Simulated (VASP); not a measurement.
Input of a VASP 6.6.1 run:

INCAR

```
SYSTEM = SnO2
PREC = Accurate ; ENCUT = 520
EDIFF = 1E-7 ; ISMEAR = 0
SIGMA = 0.05 ; LREAL = .False.
LASPH = .True. ; NELM = 100
ALGO = Normal ; ISIF = 2
LWAVE = .False. ; LCHARG = .False.
GGA = PE ; NBANDS = 35
```

KPOINTS

```
Automatic mesh
0
Gamma
  6 6 8
  0 0 0
```

POSCAR

```
SnO2
1.0
    4.8277932898      0.0000000000      0.0000000000
    0.0000000000      4.8278069739      0.0000000000
    0.0000000000      0.0000000000      3.2379014683
Sn O
2 4
Direct
    0.5000000000      0.5000000000      0.5000000000
    0.0000000000      0.0000000000      0.0000000000
    0.3188763247      0.2943279924      0.0000000000
    0.8188763247      0.2056720076      0.5000000000
    0.1811236753      0.7943279924      0.5000000000
    0.6811236753      0.7056720076      0.0000000000
```

Potentials or basis: VASP PAW PBE potentials, release 64 (Sn_d, O).

Run with:

```console
$ cat potpaw_PBE.64/Sn_d/POTCAR potpaw_PBE.64/O/POTCAR > POTCAR
$ mpirun -np 1 vasp_std > vasp.out
```

(1) Estimate the band gap on the k mesh.

(2) What does it give for the pressure?

(3) What does it give for the largest force?

Results:

(1) 0.75 eV, direct.

(2) 0.3 GPa.

(3) 0.061 eV/Å.

Caveat: the cell differs from its parent crystal (mode 4 frozen in at +0.084 Å and mode 7 at +0.000 Å (largest displacements)); spin-orbit coupling is left out, which moves the levels of the heavy elements.
